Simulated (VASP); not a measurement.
# O in VASP: further runs

The runs below take O through single point, with PBE.

All numbers are computed with VASP 6.6.1; they aren't measurements. Logs are shortened: lines on timing, memory, paths and dates and some standing lists are left out, and cuts for length are marked.

**1. The cell of the first run**

The cell holds a disordered packing, 20 atoms: a = 7.507 Å, b = 7.507 Å, c = 7.507 Å, α = 90.00°, β = 90.00°, γ = 90.00°.

**2. Single point, PBE, collinear spin, ferromagnetic start**

Contents of INCAR:

```
SYSTEM = O
  ALGO = Normal
  EDIFF = 1E-6
  ENCUT = 1000
  GGA = PE
  GGA_COMPAT = .FALSE.
  ISIF = 2
  ISMEAR = -1
  ISPIN = 2
  LASPH = .TRUE.
  LCHARG = .FALSE.
  LORBIT = 11
  LREAL = Auto
  LWAVE = .FALSE.
  MAGMOM = 1 1 1 1 1 1 1 1 1 1 1 1 1 1 1 1 1 1 1 1
  NBANDS = 80
  NELM = 200
  PREC = Accurate
  SIGMA = 0.05
```

Contents of KPOINTS:

```
k-points
0
G
  1 1 1
  0 0 0
```

Contents of POSCAR:

```
O
1.0
    7.5066610000      0.0000000000      0.0000000000
    0.0000000000      7.5066610000      0.0000000000
    0.0000000000      0.0000000000      7.5066610000
O
20
Direct
    1.0038151450      0.6027446824      0.8465281701
    0.9959687803      0.4400624992      0.8668168178
    0.8360841125      0.5807375609      0.4281530763
    0.8615415029      0.4452578850      0.5166211715
    0.1537168123      0.0566163838      0.7443256063
    0.1290853550      0.0234858081      0.5858929822
    0.4648138500      0.8175272601      0.4177623047
    0.3358084240      0.7329090790      0.3724159117
    0.5384950779      0.1725667377      0.1170427171
    0.5553867425      0.3333306246      0.1105951101
    0.7769766078      0.8582377704      0.2513101364
    0.8153292123      0.8169411140      0.0994849774
    0.4543165064      0.2850135366      0.6622385106
    0.4006708176      0.3429887136      0.5218964863
    0.5043920326      0.7251692863      0.8435308322
    0.3943164611      0.6947030111      0.9666747972
    1.0772565859      0.2486724790      0.1929353144
    1.1002361769      0.1008970566      0.1310569373
    0.7969055749      0.9225140179      0.7461373306
    0.7359463815      1.0678915699      0.7959997128
```

Potentials or basis: VASP PAW PBE potentials, release 64 (O_h).

Command:

```
cat potpaw_PBE.64/O_h/POTCAR > POTCAR
mpirun -np 1 vasp_gam > vasp.out
```

OUTCAR:

```text
SYSTEM = O
   EDIFF = 1E-6
   ENCUT = 1000
   GGA = PE
   ISIF = 2
   ISMEAR = -1
   ISPIN = 2
   LASPH = .TRUE.
   LORBIT = 11
   LREAL = Auto
   NELM = 200
   PREC = Accurate

 ion  position               nearest neighbor table
   1  0.004  0.603  0.847-   2 1.23
   2  0.996  0.440  0.867-   1 1.23
   3  0.836  0.581  0.428-   4 1.23
   4  0.862  0.445  0.517-   3 1.23
   5  0.154  0.057  0.744-   6 1.23
   6  0.129  0.023  0.586-   5 1.23
[... 12 lines left out ...]
  19  0.797  0.923  0.746-  20 1.24
  20  0.736  0.068  0.796-  19 1.24

  LATTYP: Found a simple cubic cell.
 ALAT       =     7.5066610000

  Lattice vectors:

 A1 = (   7.5066610000,   0.0000000000,   0.0000000000)
 A2 = (   0.0000000000,   7.5066610000,   0.0000000000)
 A3 = (   0.0000000000,   0.0000000000,   7.5066610000)

Analysis of symmetry for initial positions (statically):
=====================================================================
 Subroutine PRICEL returns:
 Original cell was already a primitive cell.

 Routine SETGRP: Setting up the symmetry group for a
 simple cubic supercell.

 Subroutine GETGRP returns: Found  1 space group operations
 (whereof  1 operations were pure point group operations)
 out of a pool of 48 trial point group operations.

The static configuration has the point symmetry C_1 .

Analysis of symmetry for dynamics (positions and initial velocities):
=====================================================================
 Subroutine PRICEL returns:
 Original cell was already a primitive cell.

 Routine SETGRP: Setting up the symmetry group for a
 simple cubic supercell.

 Subroutine GETGRP returns: Found  1 space group operations
 (whereof  1 operations were pure point group operations)
 out of a pool of 48 trial point group operations.

The dynamic configuration has the point symmetry C_1 .

Analysis of structural, dynamic, and magnetic symmetry:
=====================================================================
 Subroutine PRICEL returns:
 Original cell was already a primitive cell.

 Routine SETGRP: Setting up the symmetry group for a
 simple cubic supercell.

 Subroutine GETGRP returns: Found  1 space group operations
 (whereof  1 operations were pure point group operations)
 out of a pool of 48 trial point group operations.

The overall configuration has the point symmetry C_1 .

 Subroutine INISYM returns: Found  1 space group operations
 (whereof  1 operations are pure point group operations),
 and found     1 'primitive' translations

----------------------------------------------------------------------------------------

                                     Primitive cell

  volume of cell :     423.0000

  direct lattice vectors                    reciprocal lattice vectors
     7.506661000  0.000000000  0.000000000     0.133215021  0.000000000  0.000000000
     0.000000000  7.506661000  0.000000000     0.000000000  0.133215021  0.000000000
     0.000000000  0.000000000  7.506661000     0.000000000  0.000000000  0.133215021

  length of vectors
     7.506661000  7.506661000  7.506661000     0.133215021  0.133215021  0.133215021

  position of ions in fractional coordinates (direct lattice)
     0.003815145  0.602744682  0.846528170
     0.995968780  0.440062499  0.866816818
     0.836084113  0.580737561  0.428153076
     0.861541503  0.445257885  0.516621171
     0.153716812  0.056616384  0.744325606
     0.129085355  0.023485808  0.585892982
[... 12 lines left out ...]
     0.796905575  0.922514018  0.746137331
     0.735946381  0.067891570  0.795999713

  ion indices of the primitive-cell ions
   primitive index   ion index
                 1           1
                 2           2
                 3           3
                 4           4
                 5           5
                 6           6
[... 12 lines left out ...]
                19          19
                20          20

----------------------------------------------------------------------------------------

 KPOINTS: k-points

Automatic generation of k-mesh.
 Grid dimensions read from file:
 generate k-points for:    1    1    1

 Generating k-lattice:

  Cartesian coordinates                     Fractional coordinates (reciprocal lattice)
     0.133215021  0.000000000  0.000000000     1.000000000  0.000000000  0.000000000
     0.000000000  0.133215021  0.000000000     0.000000000  1.000000000  0.000000000
     0.000000000  0.000000000  0.133215021     0.000000000  0.000000000  1.000000000

  Length of vectors
     0.133215021  0.133215021  0.133215021

  Shift w.r.t. Gamma in fractional coordinates (k-lattice)
     0.000000000  0.000000000  0.000000000

 Subroutine IBZKPT returns following result:
 ===========================================

 Found      1 irreducible k-points:

 Following reciprocal coordinates:
            Coordinates               Weight
  0.000000  0.000000  0.000000      1.000000
   k-points           NKPTS =      1   k-points in BZ     NKDIM =      1   number of bands    NBANDS=     80
   number of dos      NEDOS =    301   number of ions     NIONS =     20
   total plane-waves  NPLWV = 512000
   dimension x,y,z NGX =    80 NGY =   80 NGZ =   80
   dimension x,y,z NGXF=   160 NGYF=  160 NGZF=  160
   ions per type =              20
   NGX,Y,Z   is equivalent  to a cutoff of  17.72, 17.72, 17.72 a.u.
   NGXF,Y,Z  is equivalent  to a cutoff of  35.43, 35.43, 35.43 a.u.
 SYSTEM =  O
   PREC   = accura    normal or accurate (medium, high low for compatibility)
   ISTART =      0    job   : 0-new  1-cont  2-samecut
   ICHARG =      2    charge: 1-file 2-atom 10-const
   ISPIN  =      2    spin polarized calculation?
   LNONCOLLINEAR =      F non collinear calculations
   LSORBIT =      F    spin-orbit coupling
   LASPH  =      T    aspherical Exc in radial PAW
   ENCUT  = 1000.0 eV  73.50 Ry    8.57 a.u.  19.36 19.36 19.36*2*pi/ulx,y,z
   NELM   =    200;   NELMIN=  2; NELMDL= -5     # of ELM steps
   EDIFF  = 0.1E-05   stopping-criterion for ELM
   LREAL  =      T    real-space projection
   EDIFFG = 0.1E-04   stopping-criterion for IOM
   NSW    =      0    number of steps for IOM
   IBRION =     -1    ionic relax: 0-MD 1-quasi-New 2-CG
   NFREE  =      0    steps in history (QN), initial steepest desc. (CG)
   ISIF   =      2    stress and relaxation
   ISYM   =      2    0-nonsym 1-usesym 2-fastsym
   POTIM  = 0.5000    time-step for ionic-motion
   TEBEG  =    0.0;   TEEND  =   0.0 temperature during run
   PSTRESS=    0.0 pullay stress
   NELECT =     120.0000    total number of electrons
   NUPDOWN=      -1.0000    fix difference up-down
   EMIN   =  10.00;   EMAX   =-10.00  energy-range for DOS
   EFERMI =   0.00;   METHOD = LEGACY
   ISMEAR =    -1;   SIGMA  =   0.05  broadening in eV -4-tet -1-fermi 0-gaus
   EFERMI_NEDOS =   21; number of points for ismear=-14 and -15
   IALGO  =     38    algorithm
   IMIX   =      4    mixing-type and parameters
     AMIX     =   0.40;   BMIX     =  1.00
     AMIX_MAG =   1.60;   BMIX_MAG =  1.00
  volume/ion in A,a.u.               =      21.15       142.73
  Fermi-wavevector in a.u.,A,eV,Ry     =   1.075693  2.032765 15.743518  1.157116
  Thomas-Fermi vector in A             =   2.211557
   LORBIT       =     11    0 simple, 1 ext, 2 COOP (PROOUT), +10 PAW based schemes
   GGA     = PE    functional components
   LHFCALC =     F    Hartree Fock is set to
   AEXX    =    0.0000 exact exchange contribution
   IVDW    =     0    specifies the selected vdW correction
   LEPSILON=     F    determine dielectric tensor
   LRPA    =     F    only Hartree local field effects (RPA)
 spin polarized calculation
  energy-cutoff  :     1000.00
  volume of cell :      423.00
 maximum number of plane-waves:     15276
 NGX is ok and might be reduce to    80
   NGX = 39   NGY = 39   NGZ = 39

 number of electron     120.0000003 magnetization      19.9999986

 Free energy of the ion-electron system (eV)
  ---------------------------------------------------
  ext. energy  EPLUGINS =         0.00000000
  ---------------------------------------------------
  free energy    TOTEN  =      -100.13673633 eV

  energy without entropy =     -100.13673500  energy(sigma->0) =     -100.13673567

 E-fermi :  -1.9989     XC(G=0):  -6.5216

 val. band max:       -2.7067538768   @ k =   0.0000   0.0000   0.0000
 cond. band min:      -1.2921931857   @ k =   0.0000   0.0000   0.0000
 fundamental gap:      1.4145606911
 Fermi energy:        -1.9989216187

 spin component 1

 k-point     1 :       0.0000    0.0000    0.0000
  band No.  band energies     occupation
      1     -29.1747      1.00000
      2     -29.1196      1.00000
      3     -29.0281      1.00000
      4     -28.9920      1.00000
      5     -28.9006      1.00000
      6     -28.7384      1.00000
[... 64 lines left out ...]
     71       3.4087      0.00000
     72       4.5113      0.00000
 Fermi energy:        -1.9989216187

 spin component 2

 k-point     1 :       0.0000    0.0000    0.0000
  band No.  band energies     occupation
      1     -27.9944      1.00000
      2     -27.9375      1.00000
      3     -27.8426      1.00000
      4     -27.8060      1.00000
      5     -27.7118      1.00000
      6     -27.5411      1.00000
[... 64 lines left out ...]
     71       3.7600      0.00000
     72       5.0153      0.00000
 [bands above 72 left out]

------------------------ aborting loop because EDIFF is reached ----------------------------------------

  FORCE on cell =-STRESS in cart. coord.  units (eV):
  Direction    XX          YY          ZZ          XY          YZ          ZX
  --------------------------------------------------------------------------------------
  -------------------------------------------------------------------------------------
  Total        1.7932909      0.0073489      0.7520265      0.6929105     -0.5057442      1.6491658
  in kB        6.7923633      0.0278350      2.8484152      2.6245044     -1.9155836      6.2464675
  external PRESSURE =       3.2228712 kB  Pullay stress =       0.0000000 kB

 VOLUME and BASIS-vectors are now :
 -----------------------------------------------------------------------------
  energy-cutoff  :     1000.00
  volume of cell :      423.00
      direct lattice vectors                 reciprocal lattice vectors
     7.506661000  0.000000000  0.000000000     0.133215021  0.000000000  0.000000000
     0.000000000  7.506661000  0.000000000     0.000000000  0.133215021  0.000000000
     0.000000000  0.000000000  7.506661000     0.000000000  0.000000000  0.133215021

 POSITION                                       TOTAL-FORCE (eV/Angst)
 -----------------------------------------------------------------------------------
      0.02864      4.52460      6.35460         0.015244     -0.974868      0.094211
      7.47640      3.30340      6.50690         0.077732      0.946740     -0.063931
      6.27620      4.35940      3.21400         0.165495     -0.850161      0.544621
      6.46730      3.34240      3.87810        -0.155093      0.531503     -0.486329
      1.15390      0.42500      5.58740        -0.095835     -0.198912     -0.703440
      0.96900      0.17630      4.39810         0.151627      0.154110      0.652934
[... 12 lines left out ...]
      5.98210      6.92500      5.60100        -0.609876      1.410009      0.308372
      5.52450      0.50964      5.97530         0.616498     -1.353170     -0.507294
 -----------------------------------------------------------------------------------
    total drift:                               -0.003435     -0.001252     -0.004893

  FREE ENERGIE OF THE ION-ELECTRON SYSTEM (eV)
  ---------------------------------------------------
  free  energy   TOTEN  =      -100.1367363324 eV

  energy  without entropy=     -100.1367349984  energy(sigma->0) =     -100.13673567

 total charge

# of ion       s       p       d       tot
------------------------------------------
    1        1.091   2.208   0.000   3.299
    2        1.091   2.208   0.000   3.300
    3        1.093   2.209   0.000   3.301
    4        1.091   2.211   0.000   3.301
    5        1.091   2.210   0.000   3.301
    6        1.091   2.211   0.000   3.301
[... 12 lines left out ...]
   19        1.093   2.202   0.000   3.295
   20        1.092   2.202   0.000   3.294
--------------------------------------------------
tot         21.815  44.272   0.000  66.087

 magnetization (x)

# of ion       s       p       d       tot
------------------------------------------
    1        0.014   0.609   0.000   0.623
    2        0.014   0.609   0.000   0.623
    3        0.014   0.606   0.000   0.620
    4        0.014   0.609   0.000   0.623
    5        0.014   0.609   0.000   0.623
    6        0.013   0.607   0.000   0.620
[... 12 lines left out ...]
   19        0.014   0.613   0.000   0.626
   20        0.014   0.605   0.000   0.619
--------------------------------------------------
tot          0.276  12.163   0.000  12.439
```

Wall time 3.2 min (1 thread of Intel Xeon Platinum 8488C (Sapphire Rapids), shared host); peak memory 1.3 GiB.

Results:

```
Free energy                                           : -100.1367 eV
Pressure                                              : 0.3 GPa
Largest force                                         : 2.673 eV/Å
Net moment                                            : 20.00 μB per cell
Site moments                                          : O +0.62, +0.63 (each value once) μB
Valence electrons inside the program's atomic spheres : O 3.30, 3.32, 3.31, 3.28, 3.29 (each value once)
```

Forces on the atoms (eV/Å):
```
O    0.015 -0.975  0.094
O    0.078  0.947 -0.064
O    0.165 -0.850  0.545
O   -0.155  0.532 -0.486
O   -0.096 -0.199 -0.703
O    0.152  0.154  0.653
O    0.522  0.449  0.318
O   -0.740 -0.473 -0.228
O   -0.080 -0.273  0.068
O    0.046  0.317 -0.017
O    0.084  0.363  0.010
O    0.041 -0.091 -0.073
O    0.265 -0.162  0.594
O   -0.224  0.294 -0.638
O   -1.820 -0.562  1.876
O    1.683  0.478 -1.875
O   -0.016  0.229  0.181
O    0.072 -0.235 -0.055
O   -0.610  1.410  0.308
O    0.616 -1.353 -0.507
```

Caveat: the k points lie up to 0.84 Å⁻¹ apart, too coarse for converged energies, forces and pressures; the atoms stand as in a frame of molecular dynamics.

**3. Single point, PBE, collinear spin, ferromagnetic start**

Contents of INCAR:

```
SYSTEM = O
ALGO = Normal
EDIFF = 1E-6
ENCUT = 1000
GGA = PE
GGA_COMPAT = .FALSE.
ISIF = 2
ISMEAR = -1
ISPIN = 2
LASPH = .TRUE.
LCHARG = .FALSE.
LORBIT = 11
LREAL = Auto
LWAVE = .FALSE.
MAGMOM = 1 1 1 1 1 1 1 1 1 1 1 1 1 1 1 1 1 1 1 1
NBANDS = 80
NELM = 200
PREC = Accurate
SIGMA = 0.05
```

KPOINTS is that of step 2.

Contents of POSCAR:

```
O
1.0
    7.5066610000      0.0000000000      0.0000000000
    0.0000000000      7.5066610000      0.0000000000
    0.0000000000      0.0000000000      7.5066610000
O
20
Direct
    1.0436997222      0.5287170954      0.8945388636
    0.8903692334      0.4869408649      0.9506357087
    0.8435974397      0.5439702153      0.4985305717
    0.8348185698      0.3834194724      0.4939746180
    0.1594184152      0.1119006173      0.7533709062
    0.1409947778      0.0960746729      0.5933796664
    0.4262347800      0.7795609792      0.4047738402
    0.2794318273      0.7180955687      0.3953688597
    0.5620474936      0.1922692393      0.1194938735
    0.5634196083      0.3519407630      0.0857638303
    0.8059641963      0.8807910734      0.2853066097
    0.7934020199      0.8138638471      0.1401022372
    0.4573671303      0.3642098664      0.6744676495
    0.4081441802      0.3562036437      0.5218432003
    0.4582996355      0.7629091017      0.8670566048
    0.4056397378      0.6736950023      0.9922920457
    1.0790949531      0.1965587629      0.2388145675
    1.1111731301      0.1200533766      0.1015364887
    0.8274651007      0.8729580302      0.7323762189
    0.7700361053      1.0195078744      0.7742723429
```

Potentials or basis: VASP PAW PBE potentials, release 64 (O_h).

Command:

```
cat potpaw_PBE.64/O_h/POTCAR > POTCAR
mpirun -np 1 vasp_gam > vasp.out
```

Run time: 2.7 min. Hardware: 1 thread of Intel Xeon 6975P-C (Granite Rapids), shared host; peak memory 1.2 GiB.

It converged, with:

- Free energy: -100.2679 eV
- Pressure: 1.1 GPa
- Largest force: 2.857 eV/Å
- Net moment: 20.00 μB per cell
- Site moments: O +0.62 μB
- Valence electrons inside the program's atomic spheres: O 3.28, 3.32, 3.31, 3.30 (each value once)

Forces in eV/Å, atoms in the order of the input:
```
O   -2.542 -0.696  0.929
O    2.601  0.654 -0.985
O    0.052  0.793  0.002
O   -0.044 -0.820 -0.017
O    0.064 -0.007  0.093
O   -0.045 -0.158 -0.171
O    1.526  0.660  0.113
O   -1.582 -0.611 -0.099
O   -0.004  0.407 -0.077
O   -0.041 -0.527  0.157
O    0.096  0.482  0.998
O   -0.094 -0.440 -0.920
O    0.356  0.092  0.928
O   -0.202  0.000 -0.957
O   -0.095 -0.061  0.064
O    0.012  0.168 -0.108
O   -0.205  0.606  0.837
O    0.223 -0.566 -0.751
O   -0.130  0.299  0.079
O    0.054 -0.274 -0.115
```

Stress tensor (GPa, compression positive):
```
0.35 0.16 0.43
0.16 1.03 0.48
0.43 0.48 1.87
```

Levels at points of the mesh, in eV from the Fermi level:
Spin up:
```
           k point  band 68  band 69  band 70  band 71  band 72  band 73
(0.00, 0.00, 0.00)    -0.84    -0.82    -0.73     5.45     6.57     6.71
```
Spin down:
```csv
k point,band 46,band 47,band 48,band 49,band 50,band 51,band 52,band 53,band 54,band 55
"(0.00, 0.00, 0.00)",-5.59,-5.55,-5.32,-5.30,-5.26,0.73,0.80,0.87,1.03,1.06
```

Caveat: the k points lie up to 0.84 Å⁻¹ apart, too coarse for converged energies, forces and pressures; the atoms stand as in a frame of molecular dynamics.
